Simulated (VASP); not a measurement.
# KF (Pm-3m) in VASP: further runs

KF is run at these levels: PBE; tasks: relaxation of cell and atoms, single point.

Program: VASP 6.6.1. These are calculated values, not measurements. Logs are shortened: lines on timing, memory, paths and dates and some standing lists are left out, and cuts for length are marked.

### 1 The cell of the first run

Symmetry: Pm-3m, No. 221, cubic system. The conventional cell has a = 3.259 Å, b = 3.259 Å, c = 3.259 Å, α = 90.00°, β = 90.00°, γ = 90.00°. Within 3.7 Å of K (site symmetry m-3m) lie 8 F at 2.82 Å and 6 K at 3.26 Å. F (site symmetry m-3m) has 8 K at 2.82 Å and 6 F at 3.26 Å within 3.7 Å.

### 2 Relaxation of cell and atoms, PBE

INCAR

```
PREC = Accurate
ENCUT = 600
EDIFF = 1E-6
ISMEAR = 0
SIGMA = 0.02
LREAL = F
LASPH = T
NELM = 60
ALGO = Normal
ISIF = 3
LWAVE = F
LCHARG = F
GGA = PE
IBRION = 2
NSW = 100
EDIFFG = -0.01
```

KPOINTS

```
Automatic mesh
0
Gamma
  8 8 8
```

POSCAR

```
KF
1.0
    3.2589550000      0.0000000000      0.0000000000
    0.0000000000      3.2589550000      0.0000000000
    0.0000000000      0.0000000000      3.2589550000
K F
1 1
Direct
    0.0000000000      0.0000000000      0.0000000000
    0.5000000000      0.5000000000      0.5000000000
```

Potentials or basis: VASP PAW PBE potentials, release 64 (K_sv, F).

Command:

```
$ cat potpaw_PBE.64/K_sv/POTCAR potpaw_PBE.64/F/POTCAR > POTCAR
$ mpirun -np 1 vasp_std > vasp.out
```

OUTCAR:

```text
PREC = Accurate
   ENCUT = 600
   EDIFF = 1E-6
   ISMEAR = 0
   LREAL = F
   LASPH = T
   NELM = 60
   ISIF = 3
   GGA = PE
   IBRION = 2
   NSW = 100
   EDIFFG = -0.01

 ion  position               nearest neighbor table
   1  0.000  0.000  0.000-   2 2.82   2 2.82   2 2.82   2 2.82   2 2.82   2 2.82   2 2.82   2 2.82

   2  0.500  0.500  0.500-   1 2.82   1 2.82   1 2.82   1 2.82   1 2.82   1 2.82   1 2.82   1 2.82

  LATTYP: Found a simple cubic cell.
 ALAT       =     3.2589550000

  Lattice vectors:

 A1 = (   3.2589550000,   0.0000000000,   0.0000000000)
 A2 = (   0.0000000000,   3.2589550000,   0.0000000000)
 A3 = (   0.0000000000,   0.0000000000,   3.2589550000)

Analysis of symmetry for initial positions (statically):
=====================================================================
 Subroutine PRICEL returns:
 Original cell was already a primitive cell.

 Routine SETGRP: Setting up the symmetry group for a
 simple cubic supercell.

 Subroutine GETGRP returns: Found 48 space group operations
 (whereof 48 operations were pure point group operations)
 out of a pool of 48 trial point group operations.

The static configuration has the point symmetry O_h .

Analysis of symmetry for dynamics (positions and initial velocities):
=====================================================================
 Subroutine PRICEL returns:
 Original cell was already a primitive cell.

 Routine SETGRP: Setting up the symmetry group for a
 simple cubic supercell.

 Subroutine GETGRP returns: Found 48 space group operations
 (whereof 48 operations were pure point group operations)
 out of a pool of 48 trial point group operations.

The dynamic configuration has the point symmetry O_h .

 Subroutine INISYM returns: Found 48 space group operations
 (whereof 48 operations are pure point group operations),
 and found     1 'primitive' translations

----------------------------------------------------------------------------------------

                                     Primitive cell

  volume of cell :      34.6127

  direct lattice vectors                    reciprocal lattice vectors
     3.258955000  0.000000000  0.000000000     0.306846827  0.000000000  0.000000000
     0.000000000  3.258955000  0.000000000     0.000000000  0.306846827  0.000000000
     0.000000000  0.000000000  3.258955000     0.000000000  0.000000000  0.306846827

  length of vectors
     3.258955000  3.258955000  3.258955000     0.306846827  0.306846827  0.306846827

  position of ions in fractional coordinates (direct lattice)
     0.000000000  0.000000000  0.000000000
     0.500000000  0.500000000  0.500000000

  ion indices of the primitive-cell ions
   primitive index   ion index
                 1           1
                 2           2

----------------------------------------------------------------------------------------

 KPOINTS: Automatic mesh

Automatic generation of k-mesh.
 Grid dimensions read from file:
 generate k-points for:    8    8    8

 Generating k-lattice:

  Cartesian coordinates                     Fractional coordinates (reciprocal lattice)
     0.038355853  0.000000000  0.000000000     0.125000000  0.000000000  0.000000000
     0.000000000  0.038355853  0.000000000     0.000000000  0.125000000  0.000000000
     0.000000000  0.000000000  0.038355853     0.000000000  0.000000000  0.125000000

  Length of vectors
     0.038355853  0.038355853  0.038355853

  Shift w.r.t. Gamma in fractional coordinates (k-lattice)
     0.000000000  0.000000000  0.000000000

 Subroutine IBZKPT returns following result:
 ===========================================

 Found     35 irreducible k-points:

 Following reciprocal coordinates:
            Coordinates               Weight
  0.000000  0.000000  0.000000      1.000000
  0.125000  0.000000  0.000000      6.000000
  0.250000  0.000000  0.000000      6.000000
  0.375000  0.000000  0.000000      6.000000
  0.500000  0.000000  0.000000      3.000000
  0.125000  0.125000  0.000000     12.000000
[... 16 lines left out ...]
  0.375000  0.375000  0.125000     24.000000
  0.500000  0.375000  0.125000     24.000000
 [... further k-points ...]
   k-points           NKPTS =     35   k-points in BZ     NKDIM =     35   number of bands    NBANDS=     12
   number of dos      NEDOS =    301   number of ions     NIONS =      2
   total plane-waves  NPLWV =  21952
   dimension x,y,z NGX =    28 NGY =   28 NGZ =   28
   dimension x,y,z NGXF=    56 NGYF=   56 NGZF=   56
   ions per type =               1   1
   NGX,Y,Z   is equivalent  to a cutoff of  14.28, 14.28, 14.28 a.u.
   NGXF,Y,Z  is equivalent  to a cutoff of  28.57, 28.57, 28.57 a.u.
 SYSTEM =  unknown system
   PREC   = accura    normal or accurate (medium, high low for compatibility)
   ISTART =      0    job   : 0-new  1-cont  2-samecut
   ICHARG =      2    charge: 1-file 2-atom 10-const
   ISPIN  =      1    spin polarized calculation?
   LNONCOLLINEAR =      F non collinear calculations
   LSORBIT =      F    spin-orbit coupling
   LASPH  =      T    aspherical Exc in radial PAW
   ENCUT  =  600.0 eV  44.10 Ry    6.64 a.u.   6.51  6.51  6.51*2*pi/ulx,y,z
   NELM   =     60;   NELMIN=  2; NELMDL= -5     # of ELM steps
   EDIFF  = 0.1E-05   stopping-criterion for ELM
   LREAL  =      F    real-space projection
   EDIFFG = -.1E-01   stopping-criterion for IOM
   NSW    =    100    number of steps for IOM
   IBRION =      2    ionic relax: 0-MD 1-quasi-New 2-CG
   NFREE  =      1    steps in history (QN), initial steepest desc. (CG)
   ISIF   =      3    stress and relaxation
   ISYM   =      2    0-nonsym 1-usesym 2-fastsym
   POTIM  = 0.5000    time-step for ionic-motion
   TEBEG  =    0.0;   TEEND  =   0.0 temperature during run
   PSTRESS=    0.0 pullay stress
   NELECT =      16.0000    total number of electrons
   NUPDOWN=      -1.0000    fix difference up-down
   EMIN   =  10.00;   EMAX   =-10.00  energy-range for DOS
   EFERMI =   0.00;   METHOD = LEGACY
   ISMEAR =     0;   SIGMA  =   0.02  broadening in eV -4-tet -1-fermi 0-gaus
   EFERMI_NEDOS =   21; number of points for ismear=-14 and -15
   IALGO  =     38    algorithm
   IMIX   =      4    mixing-type and parameters
     AMIX     =   0.40;   BMIX     =  1.00
     AMIX_MAG =   1.60;   BMIX_MAG =  1.00
  volume/ion in A,a.u.               =      17.31       116.79
  Fermi-wavevector in a.u.,A,eV,Ry     =   1.265814  2.392041 21.800402  1.602284
  Thomas-Fermi vector in A             =   2.399047
   LORBIT       =      0    0 simple, 1 ext, 2 COOP (PROOUT), +10 PAW based schemes
   GGA     = PE    functional components
   LHFCALC =     F    Hartree Fock is set to
   AEXX    =    0.0000 exact exchange contribution
   IVDW    =     0    specifies the selected vdW correction
   LEPSILON=     F    determine dielectric tensor
   LRPA    =     F    only Hartree local field effects (RPA)
 conjugate gradient relaxation of ions
 non-spin polarized calculation
 Gauss-broadening in eV      SIGMA  =   0.02
  energy-cutoff  :      600.00
  volume of cell :       34.61
 maximum number of plane-waves:      1189
 NGX is ok and might be reduce to    28
   NGX = 13   NGY = 13   NGZ = 13

 number of electron      16.0000012 magnetization

 Free energy of the ion-electron system (eV)
  ---------------------------------------------------
  ext. energy  EPLUGINS =         0.00000000
  ---------------------------------------------------
  free energy    TOTEN  =        -8.09550991 eV

  energy without entropy =       -8.09550991  energy(sigma->0) =       -8.09550991

 E-fermi :  -1.8710     XC(G=0):  -9.0243

 val. band max:       -2.0387584439   @ k =   0.5000   0.5000   0.0000
 cond. band min:       4.2199311258   @ k =   0.0000   0.0000   0.0000
 fundamental gap:      6.2586895697
 Fermi energy:        -1.8710469434

 k-point     1 :       0.0000    0.0000    0.0000
  band No.  band energies     occupation
      1     -29.0570      2.00000
      2     -20.9388      2.00000
      3     -12.0892      2.00000
      4     -12.0892      2.00000
      5     -12.0892      2.00000
      6      -2.0915      2.00000
      7      -2.0915      2.00000
      8      -2.0915      2.00000
      9       4.2199      0.00000
     10       6.2529      0.00000
     11       6.2529      0.00000
     12      11.7797      0.00000

 k-point     2 :       0.1250    0.0000    0.0000
  band No.  band energies     occupation
      1     -29.0391      2.00000
      2     -20.9423      2.00000
      3     -12.1952      2.00000
      4     -12.0733      2.00000
      5     -12.0733      2.00000
      6      -2.2936      2.00000
      7      -2.1067      2.00000
      8      -2.1067      2.00000
      9       4.6334      0.00000
     10       6.3727      0.00000
     11       6.6028      0.00000
     12      11.5171      0.00000

 k-point     3 :       0.2500    0.0000    0.0000
  band No.  band energies     occupation
      1     -28.9952      2.00000
      2     -20.9519      2.00000
      3     -12.4402      2.00000
      4     -12.0348      2.00000
      5     -12.0348      2.00000
      6      -2.7284      2.00000
      7      -2.1444      2.00000
      8      -2.1444      2.00000
      9       5.6510      0.00000
     10       6.6913      0.00000
     11       7.4920      0.00000
     12      10.9779      0.00000
[... 286 lines left out ...]
 k-point    23 :       0.3750    0.3750    0.1250
  band No.  band energies     occupation
      1     -28.8455      2.00000
      2     -20.8694      2.00000
      3     -12.7254      2.00000
      4     -12.6886      2.00000
      5     -12.0468      2.00000
      6      -2.7518      2.00000
      7      -2.6390      2.00000
      8      -2.2176      2.00000
      9       7.0667      0.00000
     10       7.5464      0.00000
     11       9.6678      0.00000
     12       9.7481      0.00000

 k-point    24 :       0.5000    0.3750    0.1250
  band No.  band energies     occupation
      1     -28.8298      2.00000
      2     -20.8555      2.00000
      3     -12.8212      2.00000
      4     -12.7127      2.00000
      5     -12.0324      2.00000
      6      -2.7714      2.00000
      7      -2.6524      2.00000
      8      -2.2078      2.00000
      9       6.9358      0.00000
     10       7.5011      0.00000
     11       9.5106      0.00000
     12       9.7129      0.00000

 [... further k-points ...]

------------------------ aborting loop because EDIFF is reached ----------------------------------------

  FORCE on cell =-STRESS in cart. coord.  units (eV):
  Direction    XX          YY          ZZ          XY          YZ          ZX
  --------------------------------------------------------------------------------------
  -------------------------------------------------------------------------------------
  Total       -0.0022010     -0.0022010     -0.0022010     -0.0000000      0.0000000      0.0000000
  in kB       -0.1018810     -0.1018810     -0.1018810     -0.0000000      0.0000000      0.0000000
  external PRESSURE =      -0.1018810 kB  Pullay stress =       0.0000000 kB

 VOLUME and BASIS-vectors are now :
 -----------------------------------------------------------------------------
  energy-cutoff  :      600.00
  volume of cell :       34.61
      direct lattice vectors                 reciprocal lattice vectors
     3.258955000  0.000000000  0.000000000     0.306846827  0.000000000  0.000000000
     0.000000000  3.258955000  0.000000000     0.000000000  0.306846827  0.000000000
     0.000000000  0.000000000  3.258955000     0.000000000  0.000000000  0.306846827

 POSITION                                       TOTAL-FORCE (eV/Angst)
 -----------------------------------------------------------------------------------
      0.00000      0.00000      0.00000         0.000000      0.000000      0.000000
      1.62948      1.62948      1.62948         0.000000      0.000000      0.000000
 -----------------------------------------------------------------------------------
    total drift:                                0.000000      0.000000      0.000000

  FREE ENERGIE OF THE ION-ELECTRON SYSTEM (eV)
  ---------------------------------------------------
  free  energy   TOTEN  =        -8.0955099093 eV

  energy  without entropy=       -8.0955099093  energy(sigma->0) =       -8.09550991

 reached required accuracy - stopping structural energy minimisation
```

It took 8.9 s on 1 thread of Intel Xeon Platinum 8488C (Sapphire Rapids), shared host; peak memory 0.16 GiB.

What came out:

- Free energy: -8.0955 eV
- Pressure after relaxing: 0.0 GPa
- Band gap on the k mesh: 6.26 eV (least direct gap 6.31 eV)

Final structure:
```
CELL_PARAMETERS angstrom
3.25895 0.00000 0.00000
0.00000 3.25895 0.00000
0.00000 0.00000 3.25895
ATOMIC_POSITIONS crystal
K 0.00000 0.00000 0.00000
F 0.50000 0.50000 0.50000
```

Levels at points of the mesh, in eV from the valence-band top:
| k point | band 5 | band 6 | band 7 | band 8 | band 9 | band 10 | band 11 | band 12 |
| --- | --- | --- | --- | --- | --- | --- | --- | --- |
| (0.00, 0.00, 0.00) | -10.05 | -0.05 | -0.05 | -0.05 | 6.26 | 8.29 | 8.29 | 13.82 |
| (0.50, 0.00, 0.00) | -9.94 | -1.22 | -0.16 | -0.16 | 9.28 | 9.35 | 10.87 | 12.40 |
| (0.50, 0.50, 0.00) | -9.86 | -0.61 | -0.61 | 0.00 | 8.47 | 8.98 | 11.86 | 11.86 |
| (0.50, 0.50, 0.50) | -10.62 | -1.03 | -1.03 | -1.03 | 10.43 | 10.43 | 10.43 | 15.20 |

Caveat: the relaxation stopped at its first step, so nothing moved. A k mesh can miss the band edges.

### 3 Single point, PBE, collinear spin

INCAR

```
ALGO = Normal
EDIFF = 1E-6
ENCUT = 520
GGA = PE
ISIF = 2
ISMEAR = 0
ISPIN = 2
LASPH = T
LCHARG = T
LELF = T
LORBIT = 11
LREAL = F
LVHAR = T
LWAVE = F
MAGMOM = 1 1
NBANDS = 19
NELM = 150
PREC = Accurate
SIGMA = 0.02
```

KPOINTS

```
k-points
0
Gamma
  8 8 8
```

POSCAR

```
KF
1.0
    3.2576182116      0.0000000000      0.0000000000
    0.0000000000      3.2576182116      0.0000000000
    0.0000000000      0.0000000000      3.2576182116
K F
1 1
Direct
    0.5000000000      0.5000000000      0.5000000000
    0.0000000000      0.0000000000      0.0000000000
```

Potentials or basis: VASP PAW PBE potentials, release 64 (K_sv, F).

Command:

```
$ cat potpaw_PBE.64/K_sv/POTCAR potpaw_PBE.64/F/POTCAR > POTCAR
$ mpirun -np 1 vasp_std > vasp.out
```

It took 16 s on 1 thread of Intel Xeon Platinum 8488C (Sapphire Rapids), shared host; peak memory 0.16 GiB.

Results (log left out):

```yaml
Free_energy: -8.0936 eV
Pressure: 0.0 GPa
Band_gap_on_the_k_mesh: 6.26 eV (least direct gap 6.32 eV)
Net_moment: 0.00 μB per cell
Valence_electrons_inside_the_program's_atomic_spheres: K 7.58; F 6.07
```

Levels at points of the mesh, in eV from the valence-band top:
Spin up:
```
           k point  band 6  band 7  band 8  band 9  band 10  band 11
(0.00, 0.00, 0.00)   -0.05   -0.05   -0.05    6.26     8.29     8.29
(0.50, 0.00, 0.00)   -1.22   -0.16   -0.16    9.28     9.36    10.88
(0.50, 0.50, 0.00)   -0.62   -0.62    0.00    8.47     8.98    11.86
(0.50, 0.50, 0.50)   -1.03   -1.03   -1.03   10.43    10.43    10.43
```
Spin down:
| k point | band 4 | band 5 | band 6 | band 7 | band 8 | band 9 | band 10 | band 11 | band 12 | band 13 |
| --- | --- | --- | --- | --- | --- | --- | --- | --- | --- | --- |
| (0.00, 0.00, 0.00) | -10.05 | -10.05 | -0.05 | -0.05 | -0.05 | 6.26 | 8.29 | 8.29 | 13.82 | 13.82 |
| (0.50, 0.00, 0.00) | -9.94 | -9.94 | -1.22 | -0.16 | -0.16 | 9.28 | 9.36 | 10.88 | 12.41 | 12.41 |
| (0.50, 0.50, 0.00) | -10.82 | -9.86 | -0.62 | -0.62 | 0.00 | 8.47 | 8.98 | 11.86 | 11.86 | 14.25 |
| (0.50, 0.50, 0.50) | -10.62 | -10.62 | -1.03 | -1.03 | -1.03 | 10.43 | 10.43 | 10.43 | 15.21 | 15.21 |

A k mesh can miss the band edges.
